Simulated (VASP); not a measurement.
A run of VASP 6.6.1:

Contents of INCAR:

```
  PREC = Accurate
  ENCUT = 520
  EDIFF = 1E-6
  ISMEAR = 0
  SIGMA = 0.15
  LREAL = False
  LASPH = True
  NELM = 100
  ALGO = Fast
  ISIF = 2
  LWAVE = False
  LCHARG = False
  GGA = PS
  NBANDS = 20
```

Contents of KPOINTS:

```
regular mesh
0
Gamma
  18 18 16
```

File POSCAR:

```
Ga
1.0
    1.4500000000     -4.0650000000      0.0000000000
    1.4500000000      4.0650000000      0.0000000000
    0.0000000000      0.0000000000      3.1700000000
Ga
2
Direct
    0.8103346058      0.0517343598      0.2500000000
    0.1330000000      0.8670000000      0.7500000000
```

Potentials or basis: VASP PAW PBE potentials, release 64 (Ga_d).

Run with:

```bash
$ cat potpaw_PBE.64/Ga_d/POTCAR > POTCAR
$ mpirun -np 1 vasp_std > vasp.out
```

Hardware: 1 thread of Intel Xeon 8259CL, with other jobs on the host.

Problem. How long does it take, and how much memory?

Solution. Run time: 23 min on 1 thread of Intel Xeon 8259CL (shared host), peak memory 0.88 GiB. Counts: scf iterations 12, k points 1476.
